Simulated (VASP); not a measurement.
# Si2C3 (P6/mmm) in VASP: a series of runs

Runs on Si2C3. Level: PBE. Tasks: relaxation of cell and atoms, single point.

Everything below comes from runs of VASP 6.6.1. Logs are shortened: lines on timing, memory, paths and dates and some standing lists are left out, and cuts for length are marked.

### 1 The cell of the first run

Symmetry: P6/mmm, No. 191, hexagonal system. Conventional cell: a = 2.568 Å, b = 2.568 Å, c = 12.056 Å, α = 90.00°, β = 90.00°, γ = 120.00°. Within 3.2 Å of Si (site symmetry 6mm) lie 7 Si at 2.41 to 2.57 Å and 1 C at 2.41 Å. C (site symmetry 6mm) has 1 Si at 2.41 Å and 7 C at 2.41 to 2.57 Å within 3.2 Å. C (site symmetry 6/mmm) has 8 C at 2.41 to 2.57 Å within 3.2 Å.

### 2 Relaxation of cell and atoms, PBE

INCAR reads:

```
SYSTEM = Si2C3
PREC = Accurate
ENCUT = 600
EDIFF = 1E-6
ISMEAR = 0
SIGMA = 0.1
LREAL = .FALSE.
LASPH = .TRUE.
NELM = 100
ALGO = Normal
ISIF = 3
LWAVE = .FALSE.
LCHARG = .FALSE.
GGA = PE
IBRION = 2
NSW = 90
EDIFFG = -0.04
```

KPOINTS reads:

```
regular mesh
0
G
  6 6 2
  0 0 0
```

POSCAR reads:

```
Si2C3
1.0
    2.5676600600      0.0000000000      0.0000000000
   -1.2838300300      2.2236588400      0.0000000000
    0.0000000000      0.0000000000     12.0559103100
Si C
2 3
Direct
    0.0000000000      0.0000000000      0.9000000000
    0.0000000000      0.0000000000      0.1000000000
    0.0000000000      0.0000000000      0.3000000000
    0.0000000000      0.0000000000      0.5000000000
    0.0000000000      0.0000000000      0.7000000000
```

Potentials or basis: VASP PAW PBE potentials, release 64 (Si, C).

Command:

```
$ cat potpaw_PBE.64/Si/POTCAR potpaw_PBE.64/C/POTCAR > POTCAR
$ mpirun -np 1 vasp_std > vasp.out
```

OUTCAR:

```text
SYSTEM = Si2C3
   PREC = Accurate
   ENCUT = 600
   EDIFF = 1E-6
   ISMEAR = 0
   LREAL = .FALSE.
   LASPH = .TRUE.
   NELM = 100
   ISIF = 3
   GGA = PE
   IBRION = 2
   NSW = 90
   EDIFFG = -0.04

 ion  position               nearest neighbor table
   1  0.000  0.000  0.900-   5 2.41   2 2.41
   2  0.000  0.000  0.100-   3 2.41   1 2.41
   3  0.000  0.000  0.300-   2 2.41
   4  0.000  0.000  0.500-
   5  0.000  0.000  0.700-   1 2.41

  LATTYP: Found a hexagonal cell.
 ALAT       =     2.5676600600
 C/A-ratio  =     4.6952906648

  Lattice vectors:

 A1 = (   2.5676600600,   0.0000000000,   0.0000000000)
 A2 = (  -1.2838300300,   2.2236588400,   0.0000000000)
 A3 = (   0.0000000000,   0.0000000000,  12.0559103100)

Analysis of symmetry for initial positions (statically):
=====================================================================
 Subroutine PRICEL returns:
 Original cell was already a primitive cell.

 Routine SETGRP: Setting up the symmetry group for a
 hexagonal supercell.

 Subroutine GETGRP returns: Found 24 space group operations
 (whereof 24 operations were pure point group operations)
 out of a pool of 24 trial point group operations.

The static configuration has the point symmetry D_6h.

Analysis of symmetry for dynamics (positions and initial velocities):
=====================================================================
 Subroutine PRICEL returns:
 Original cell was already a primitive cell.

 Routine SETGRP: Setting up the symmetry group for a
 hexagonal supercell.

 Subroutine GETGRP returns: Found 24 space group operations
 (whereof 24 operations were pure point group operations)
 out of a pool of 24 trial point group operations.

The dynamic configuration has the point symmetry D_6h.

 Subroutine INISYM returns: Found 24 space group operations
 (whereof 24 operations are pure point group operations),
 and found     1 'primitive' translations

----------------------------------------------------------------------------------------

                                     Primitive cell

  volume of cell :      68.8344

  direct lattice vectors                    reciprocal lattice vectors
     2.567660060  0.000000000  0.000000000     0.389459655  0.224854636  0.000000000
    -1.283830030  2.223658840  0.000000000     0.000000000  0.449709273  0.000000000
     0.000000000  0.000000000 12.055910310     0.000000000  0.000000000  0.082946868

  length of vectors
     2.567660060  2.567660060 12.055910310     0.449709273  0.449709273  0.082946868

  position of ions in fractional coordinates (direct lattice)
     0.000000000  0.000000000  0.900000000
     0.000000000  0.000000000  0.100000000
     0.000000000  0.000000000  0.300000000
[... 110 lines left out ...]

--------------------------------------- Ionic step        1  -------------------------------------------

 number of electron      20.0000000 magnetization

 Free energy of the ion-electron system (eV)
  ---------------------------------------------------
  ext. energy  EPLUGINS =         0.00000000
  ---------------------------------------------------
  free energy    TOTEN  =       -22.83345045 eV

  energy without entropy =      -22.81059586  energy(sigma->0) =      -22.82202315

------------------------ aborting loop because EDIFF is reached ----------------------------------------

  FORCE on cell =-STRESS in cart. coord.  units (eV):
  Direction    XX          YY          ZZ          XY          YZ          ZX
  --------------------------------------------------------------------------------------
  -------------------------------------------------------------------------------------
  Total       -7.3028666     -7.3028666     -9.5365565      0.0000000      0.0000000     -0.0000000
  in kB     -169.9801699   -169.9801699   -221.9711213      0.0000000      0.0000000     -0.0000000
  external PRESSURE =    -187.3104870 kB  Pullay stress =       0.0000000 kB
[... 98 lines left out ...]
  FREE ENERGIE OF THE ION-ELECTRON SYSTEM (eV)
  ---------------------------------------------------
  free  energy   TOTEN  =       -24.7089644942 eV

  energy  without entropy=      -24.6928615713  energy(sigma->0) =      -24.70091303

 E-fermi :  10.0604     XC(G=0): -12.0461

 val. band max:       10.0287032276   @ k =   0.3333   0.1667   0.5000
 cond. band min:      10.0757837385   @ k =   0.3333   0.0000   0.5000
 fundamental gap:      0.0470805109
 Fermi energy:        10.0603943901

 k-point     1 :       0.0000    0.0000    0.0000
  band No.  band energies     occupation
      1      -8.6026      2.00000
      2      -6.7885      2.00000
      3      -5.1437      2.00000
      4      -1.5930      2.00000
      5      -0.1022      2.00000
      6       4.8830      2.00000
      7      10.1958      0.05553
      8      10.1958      0.05553
      9      11.6753      0.00000
     10      13.0416      0.00000
     11      13.0416      0.00000
     12      17.7644      0.00000
     13      17.7644      0.00000
     14      17.9755      0.00000
[... 207 lines left out ...]
      1      -4.0038      2.00000
      2      -1.9316      2.00000
      3       1.2024      2.00000
      4       2.1611      2.00000
      5       2.9394      2.00000
      6       2.9394      2.00000
      7       3.9816      2.00000
      8       3.9816      2.00000
      9       7.1535      2.00000
     10       7.3829      2.00000
     11       7.3829      2.00000
     12       8.3878      2.00000
     13       8.3878      2.00000
     14      14.1744      0.00000

[... ionic steps 4 to 60 ...]

--------------------------------------- Ionic step       61  -------------------------------------------

 number of electron      20.0000000 magnetization

------------------------ aborting loop because EDIFF is reached ----------------------------------------
[... 73 lines left out ...]
--------------------------------------- Ionic step       63  -------------------------------------------

 number of electron      19.9999999 magnetization

 Free energy of the ion-electron system (eV)
  ---------------------------------------------------
  ext. energy  EPLUGINS =         0.00000000
  ---------------------------------------------------
  free energy    TOTEN  =       -32.77708952 eV

  energy without entropy =      -32.76851109  energy(sigma->0) =      -32.77280031

 E-fermi :   5.9978     XC(G=0): -10.5899

 val. band max:        5.9673090351   @ k =   0.3333   0.1667   0.5000
 cond. band min:       6.2516398747   @ k =   0.3333   0.0000   0.5000
 fundamental gap:      0.2843308396
 Fermi energy:         5.9977500119

 k-point     1 :       0.0000    0.0000    0.0000
  band No.  band energies     occupation
      1     -10.5363      2.00000
      2      -8.0215      2.00000
      3      -6.3390      2.00000
      4      -4.2144      2.00000
      5      -1.7637      2.00000
      6       1.7038      2.00000
      7       4.8606      2.00000
      8       4.8606      2.00000
      9       7.6476      0.00000
     10       8.4389      0.00000
     11       8.4389      0.00000
     12      13.2872      0.00000
     13      13.2872      0.00000
     14      14.1816      0.00000
[... 251 lines left out ...]
  FREE ENERGIE OF THE ION-ELECTRON SYSTEM (eV)
  ---------------------------------------------------
  free  energy   TOTEN  =       -32.7770895203 eV

  energy  without entropy=      -32.7685110932  energy(sigma->0) =      -32.77280031

 reached required accuracy - stopping structural energy minimisation
```

Wall time 4.9 min (1 thread of Intel Xeon 6975P-C (Granite Rapids), shared host); peak memory 0.24 GiB.

Results:

* Free energy: -32.7771 eV
* Relaxed volume: 12.19 Å³/atom
* Relaxed cell: a = 2.810 Å, b = 2.810 Å, c = 8.915 Å, α = 90.00°, β = 90.00°, γ = 120.00°
* Space group after relaxing (to 0.1 Å): P6/mmm (No. 191)
* Energy gained by relaxing: 1988.7 meV/atom
* Ionic steps: 63
* Pressure after relaxing: 0.0 GPa
* Largest force after relaxing: 0.029 eV/Å
* Band gap on the k mesh: zero (bands 10 and 11 overlap by 5.14 eV)

Forces in eV/Å, atoms in the order of the input:
```
Si   0.000  0.000 -0.029
Si   0.000  0.000  0.029
C    0.000  0.000  0.028
C    0.000  0.000  0.000
C    0.000  0.000 -0.028
```

Step by step:
```
step  energy change (eV)  largest force (eV/Å)  pressure (GPa)  volume (Å³)
   1              0.0000                2.3016          -18.73        68.83
   3             -1.8755                1.5885            4.22        50.24
   5             -3.8542                5.4425            6.51        47.48
   7             -4.3651               10.4149           18.31        46.19
   9             -5.0372               15.7939           54.71        44.40
  11             -5.0918               15.4545           51.50        44.53
  13             -5.2335               16.1649           59.97        44.35
  15             -5.2900               15.7389           66.93        44.21
  17             -5.7046               14.2653           65.61        44.37
  19             -7.1127                8.3562           64.26        45.10
  21             -7.5305                6.3322           66.66        45.69
  23             -8.5732                3.5916           44.06        47.44
  25             -9.2248                2.2076           14.15        50.68
  27             -9.3238                1.7580           12.20        51.30
  29             -9.6599                3.8617            9.75        55.41
  31             -9.8087                1.7071            5.63        56.13
  33             -9.9157                0.3820           -1.65        59.57
  35             -9.9232                0.1386           -0.17        59.56
  37             -9.9236                0.0857            0.04        59.58
  39             -9.9240                0.2138            0.05        59.61
  41             -9.9245                0.1948            0.12        59.62
  43             -9.9264                0.1088            0.45        59.68
  45             -9.9348                0.2860            2.06        59.92
  47             -9.9361                0.4154            2.38        59.99
  49             -9.9367                0.4146            2.34        60.03
  51             -9.9372                0.4110            2.25        60.11
  53             -9.9389                0.3030            1.93        60.16
  55             -9.9415                0.1768            0.50        60.38
  57             -9.9418                0.0867            0.70        60.37
  59             -9.9429                0.0533            0.36        60.61
  61             -9.9431                0.1025            0.11        60.79
  63             -9.9436                0.0293            0.03        60.97
```

Final structure:
```xyz
5
Lattice="2.8102 0.0000 0.0000 -1.4051 2.4337 0.0000 0.0000 0.0000 8.9145" Properties=species:S:1:pos:R:3 pbc="T T T"
Si    0.0000    0.0000    7.5422
Si    0.0000    0.0000    1.3724
C     0.0000    0.0000    3.1803
C     0.0000    0.0000    4.4573
C     0.0000    0.0000    5.7343
```

Levels at points of the mesh, in eV from the Fermi level:
```csv
k point,band 7,band 8,band 9,band 10,band 11,band 12
"(0.00, 0.00, 0.00)",-1.14,-1.14,1.65,2.44,2.44,7.29
"(0.50, 0.00, 0.00)",-4.49,-4.25,-2.31,-0.76,-0.41,1.05
"(0.00, 0.00, 0.50)",-1.14,-1.14,2.02,2.44,2.44,7.46
"(0.50, 0.00, 0.50)",-4.02,-3.30,-2.31,-2.05,-0.62,1.02
```

Caveat: the k points lie up to 0.43 Å⁻¹ apart in the final cell, too coarse for converged energies and pressures of a metal; a cell axis changed by over 15 % at a fixed basis, so the end point is rough.

### 3 Single point, PBE

This run uses another cell than the first one: it holds 10 atoms, not 5.

INCAR reads:

```
PREC = Accurate ; ENCUT = 520
EDIFF = 1E-7 ; ISMEAR = 0
SIGMA = 0.2 ; LREAL = False
LASPH = True ; NELM = 100
ALGO = Normal ; ISIF = 2
LWAVE = False ; LCHARG = True
GGA = PE ; LELF = True
LVHAR = True ; NBANDS = 31
```

KPOINTS reads:

```
Automatic mesh
0
Gamma
  12 12 2
```

POSCAR reads:

```
Si2C3
1.0
    2.8068357186      0.0000000000      0.0000000000
   -1.4034178593      2.4307910365      0.0000000000
    0.0000000000      0.0000000000     17.4457045629
Si C
4 6
Direct
    1.0000000000      1.0000000000      0.4269661034
    1.0000000000      0.0000000000      0.9269661034
    0.0000000000      0.0000000000      0.0730338966
    0.0000000000      0.0000000000      0.5730338966
    0.0000000000      0.0000000000      0.1768648058
    0.0000000000      0.0000000000      0.6768648058
    1.0000000000      1.0000000000      0.2500000000
    1.0000000000      1.0000000000      0.7500000000
    1.0000000000      1.0000000000      0.3231351942
    1.0000000000      1.0000000000      0.8231351942
```

Potentials or basis: VASP PAW PBE potentials, release 64 (Si, C).

Command:

```
$ cat potpaw_PBE.64/Si/POTCAR potpaw_PBE.64/C/POTCAR > POTCAR
$ mpirun -np 1 vasp_std > vasp.out
```

OUTCAR:

```text
PREC = Accurate
   ENCUT = 520
   EDIFF = 1E-7
   ISMEAR = 0
   LREAL = False
   LASPH = True
   NELM = 100
   ISIF = 2
   GGA = PE

 ion  position               nearest neighbor table
   1  0.000  0.000  0.427-   9 1.81   4 2.55
   2  0.000  0.000  0.927-  10 1.81   3 2.55
   3  0.000  0.000  0.073-   5 1.81   2 2.55
   4  0.000  0.000  0.573-   6 1.81   1 2.55
   5  0.000  0.000  0.177-   7 1.28   3 1.81
   6  0.000  0.000  0.677-   8 1.28   4 1.81
   7  0.000  0.000  0.250-   5 1.28   9 1.28
[... 1048 lines left out ...]
  Total        0.2513038      0.2513038     -0.7434249      0.0000000     -0.0000000      0.0000000
  in kB        3.3826463      3.3826463    -10.0067848      0.0000000     -0.0000000      0.0000000
  external PRESSURE =      -1.0804974 kB  Pullay stress =       0.0000000 kB

 VOLUME and BASIS-vectors are now :
 -----------------------------------------------------------------------------
  energy-cutoff  :      520.00
  volume of cell :      119.03
      direct lattice vectors                 reciprocal lattice vectors
     2.806835719  0.000000000  0.000000000     0.356273078  0.205694357  0.000000000
    -1.403417859  2.430791037  0.000000000     0.000000000  0.411388715  0.000000000
     0.000000000  0.000000000 17.445704563     0.000000000  0.000000000  0.057320700

 POSITION                                       TOTAL-FORCE (eV/Angst)
 -----------------------------------------------------------------------------------
      0.00000      0.00000      7.44872         0.000000      0.000000     -0.141583
      0.00000      0.00000     16.17158         0.000000      0.000000     -0.141583
      0.00000      0.00000      1.27413        -0.000000     -0.000000      0.141583
      0.00000      0.00000      9.99698        -0.000000     -0.000000      0.141583
      0.00000      0.00000      3.08553        -0.000000     -0.000000     -0.130634
      0.00000      0.00000     11.80838        -0.000000     -0.000000     -0.130634
      0.00000      0.00000      4.36143        -0.000000     -0.000000      0.000000
      0.00000      0.00000     13.08428        -0.000000     -0.000000      0.000000
      0.00000      0.00000      5.63732         0.000000     -0.000000      0.130634
      0.00000      0.00000     14.36017         0.000000     -0.000000      0.130634
 -----------------------------------------------------------------------------------
    total drift:                               -0.000000      0.000000     -0.000000

  FREE ENERGIE OF THE ION-ELECTRON SYSTEM (eV)
  ---------------------------------------------------
  free  energy   TOTEN  =       -65.5492966935 eV

  energy  without entropy=      -65.4878372284  energy(sigma->0) =      -65.51856696
```

Run time: 87 s. Hardware: 1 thread of Intel Xeon 6975P-C (Granite Rapids), shared host; peak memory 0.32 GiB.

What came out:

- Free energy: -65.5493 eV
- Pressure: -0.1 GPa
- Largest force: 0.142 eV/Å
- Band gap on the k mesh: zero (bands 20 and 21 overlap by 4.65 eV)

Forces in eV/Å, atoms in the order of the input:
```
Si   0.000  0.000 -0.142
Si   0.000  0.000 -0.142
Si   0.000  0.000  0.142
Si   0.000  0.000  0.142
C    0.000  0.000 -0.131
C    0.000  0.000 -0.131
C    0.000  0.000  0.000
C    0.000  0.000  0.000
C    0.000  0.000  0.131
C    0.000  0.000  0.131
```

### 4 Single point, PBE

This run uses another cell than the first one, of 11.90 Å³/atom.

INCAR reads:

```
PREC = Accurate
ENCUT = 520
EDIFF = 1E-7
ISMEAR = 0
SIGMA = 0.1
LREAL = False
LASPH = True
NELM = 60
ALGO = Normal
ISIF = 2
LWAVE = False
LCHARG = True
GGA = PE
LELF = True
LVHAR = True
NBANDS = 18
```

KPOINTS reads:

```
Automatic mesh
0
Gamma
  18 18 6
```

POSCAR reads:

```
Si2C3
1.0
    2.8068357186      0.0000000000      0.0000000000
   -1.4034178593      2.4307910365      0.0000000000
    0.0000000000      0.0000000000      8.7228522815
Si C
2 3
Direct
    0.0000000000      0.0000000000      0.8539322068
    0.0000000000      0.0000000000      0.1460677932
    0.0000000000      0.0000000000      0.3537296117
    0.0000000000      0.0000000000      0.5000000000
    0.0000000000      0.0000000000      0.6462703883
```

Command:

```
$ cat potpaw_PBE.64/Si/POTCAR potpaw_PBE.64/C/POTCAR > POTCAR
$ mpirun -np 1 vasp_std > vasp.out
```

Run time: 72 s. Hardware: 1 thread of Intel Xeon 6975P-C (Granite Rapids), shared host; peak memory 0.26 GiB.

The run converged. Its results:

| Quantity | Value |
| --- | --- |
| Free energy | -32.7521 eV |
| Pressure | 0.0 GPa |
| Largest force | 0.037 eV/Å |
| Band gap on the k mesh | zero (bands 10 and 11 overlap by 5.36 eV) |

Forces in eV/Å, atoms in the order of the input:
```
Si   0.000  0.000 -0.014
Si   0.000  0.000  0.014
C    0.000  0.000 -0.037
C    0.000  0.000  0.000
C    0.000  0.000  0.037
```

Levels at points of the mesh, in eV from the Fermi level:
```csv
k point,band 6,band 7,band 8,band 9,band 10,band 11,band 12,band 13,band 14,band 15
"(0.00, 0.00, 0.00)",-3.98,-1.17,-1.17,1.81,2.41,2.41,7.23,7.23,9.19,9.25
"(0.50, 0.00, 0.00)",-5.00,-4.75,-4.73,-2.35,-0.63,0.03,1.02,2.07,4.20,4.77
"(0.00, 0.00, 0.50)",-4.58,-1.17,-1.17,2.19,2.40,2.40,7.49,7.49,8.21,8.97
"(0.50, 0.00, 0.50)",-5.85,-4.46,-3.18,-2.35,-2.24,-0.19,0.98,4.12,4.91,5.13
```

[end of part 1 of 2]
